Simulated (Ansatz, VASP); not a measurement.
## Two plane-wave programs on AlC

```
CELL_PARAMETERS angstrom
3.20000 0.00000 0.00000
-1.60000 2.77128 0.00000
0.00000 0.00000 6.10000
ATOMIC_POSITIONS crystal
Al 0.66667 0.33333 0.74600
Al 0.33333 0.66667 0.25400
C 0.00000 0.00000 0.12700
C 0.00000 0.00000 0.87300
```

Alike in both runs: task relaxation of cell and atoms; functional PBE; k mesh 7 × 7 × 3; occupations gaussian, width 0.2 eV; no spin polarisation.

|  | VASP | Ansatz |
| --- | --- | --- |
| version | VASP 6.6.1 | Ansatz 0.2.0 |
| potentials or method | VASP PAW PBE potentials, release 64 (Al, C), cutoff 600 eV | scalar-relativistic, plane waves, PAW |
| valence electrons in the cell | 14 | 14 |

|  | VASP | Ansatz | Ansatz less VASP |
| --- | --- | --- | --- |
| gap on the k mesh at the Fermi level, each at its own relaxed structure (eV) | none | none | - |
| relaxed volume (Å³/atom) | 12.21 | 12.25 | +0.040 |
| relaxed cell length with the largest relative difference (Å) | 5.765 | 5.784 | +0.0191 |

A gap of «none» marks a metal or a gap that the smearing closes.
